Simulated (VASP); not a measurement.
Wanted: the native input for a VASP 6.6.1 run.

| Item | Value |
| --- | --- |
| Task | single point |
| Functional | PBE |
| Potentials or basis | VASP PAW PBE potentials, release 64 (Co, Sn_d) |
| Cutoff | 520 eV |
| k mesh | 12 × 12 × 12 |
| Occupations | gaussian, width 0.15 eV |
| Spin | no spin polarisation |
| Dipole correction | no |
| Further INCAR settings | ALGO = Fast; EDIFF = 1e-07; NBANDS = 44 |

The structure of CoSn lies in POSCAR:

```
CoSn
1.0
    5.2965850026      0.0000000000      0.0000000000
   -2.6482925013      4.5869771655      0.0000000000
    0.0000000000      0.0000000000      4.2302876739
Co Sn
3 3
Direct
    0.0000000000      0.5000000000      0.0000000000
    0.5000000000      0.5000000000      0.0000000000
    0.5000000000      0.0000000000      0.0000000000
    0.6666666667      0.3333333333      0.5000000000
    0.3333333333      0.6666666667      0.5000000000
    0.0000000000      0.0000000000      0.0000000000
```

The input as run:

INCAR

```
SYSTEM = CoSn
ALGO = Fast
EDIFF = 1E-7
ENCUT = 520
GGA = PE
ISIF = 2
ISMEAR = 0
LASPH = .True.
LCHARG = .False.
LREAL = .False.
LWAVE = .False.
NBANDS = 44
NELM = 100
PREC = Accurate
SIGMA = 0.15
```

KPOINTS

```
k-points
0
Gamma
  12 12 12
  0 0 0
```

Potentials or basis: VASP PAW PBE potentials, release 64 (Co, Sn_d).

Command:

```bash
$ cat potpaw_PBE.64/Co/POTCAR potpaw_PBE.64/Sn_d/POTCAR > POTCAR
$ mpirun -np 1 vasp_std > vasp.out
```

Results of the run:

```
Pressure : 0.0 GPa
```

Wall time 5.9 min on 1 thread of Intel(R) Xeon(R) 6975P-C (Granite Rapids) (shared host), peak memory 0.56 GiB.
